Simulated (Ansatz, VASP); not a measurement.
# Two plane-wave programs on Pt

Contents of INCAR:

```
PREC = Accurate
ENCUT = 520
EDIFF = 1E-6
ISMEAR = -1
SIGMA = 0.1
LREAL = False
LASPH = True
NELM = 60
ALGO = Normal
ISIF = 2
LWAVE = False
LCHARG = False
GGA = B5
ALDAX = 1.0
AGGAX = 1.0
AGGAC = 1.0
ALDAC = 0.0
NBANDS = 17
```

File KPOINTS:

```
regular mesh
0
Gamma
  10 10 10
```

The input POSCAR:

```
Pt
1.0
    0.0000000000      3.0225624238      3.0225624238
    3.0225624238      0.0000000000      3.0225624238
    3.0225624238      3.0225624238      0.0000000000
Pt
2
Direct
    0.1250000000      0.1250000000      0.1250000000
    0.8750000000      0.8750000000      0.8750000000
```

Input for Ansatz:

```yaml
crystal:
  lattice:
    - [0.0, 3.0225624238, 3.0225624238]
    - [3.0225624238, 0.0, 3.0225624238]
    - [3.0225624238, 3.0225624238, 0.0]
  atoms:
    - { symbol: Pt, position: [0.125, 0.125, 0.125] }
    - { symbol: Pt, position: [0.875, 0.875, 0.875] }
hamiltonian:
  xc: blyp
  pseudopotentials:
    kind: paw
    azcp:
      Pt: "pseudopotentials/Pt.paw.azcp"
basis:
  ecutwfc: 420
  fft_grid_basis: typed
kpoints:
  mp_grid: { grid: [10, 10, 10], shift: [0, 0, 0] }
magnetization:
  spin_polarized: false
scf:
  occupations: { method: fermi_dirac, width: 0.1 }
  lower_state_search: "off"
output:
  stress: true
```

Alike in both runs: task single point; functional BLYP; k mesh 10 × 10 × 10; occupations fermi-dirac, width 0.1 eV; no spin polarisation.

|  | VASP | Ansatz |
| --- | --- | --- |
| version | VASP 6.6.1 | Ansatz 0.2.0 |
| potentials or method | VASP PAW PBE potentials, release 64 (Pt), cutoff 520 eV | plane waves (420 eV) with PAW, scalar-relativistic |
| valence electrons in the cell | 20 | 36 |

```csv
,VASP,Ansatz,Ansatz less VASP
pressure (GPa),-5.5,-5.8,-0.33
```

VASP's potentials were made for PBE, not for BLYP. VASP's potentials hold 20 valence electrons a cell and Ansatz's 36, so a difference there can come from the potentials and not from the codes.

Neither program's run includes spin-orbit coupling.
